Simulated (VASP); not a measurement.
Here is a VASP 6.6.1 calculation.

INCAR

```
ALGO = Normal
EDIFF = 1E-6
ENCUT = 520
GGA = PE
ISIF = 2
ISMEAR = -1
LASPH = T
LCHARG = F
LREAL = F
LWAVE = F
NBANDS = 24
NELM = 80
PREC = Accurate
SIGMA = 0.1
```

Contents of KPOINTS:

```
k-points
0
Gamma
  12 12 17
```

Contents of POSCAR:

```
Cu
1.0
    4.1804790186      0.0000000000      0.0000000000
   -2.0902395093      3.6204010301      0.0000000000
    0.0000000000      0.0000000000      2.5110384015
Cu
3
Direct
    0.0000000000      0.0000000000      0.0000000000
    0.3333333333      0.6666666667      0.5000000000
    0.6666666667      0.3333333333      0.5000000000
```

Potentials or basis: VASP PAW PBE potentials, release 64 (Cu).

The run is started by

```bash
$ cat potpaw_PBE.64/Cu/POTCAR > POTCAR
$ mpirun -np 1 vasp_std > vasp.out
```

(1) Estimate the pressure.

Results:

(1) -4.0 GPa.
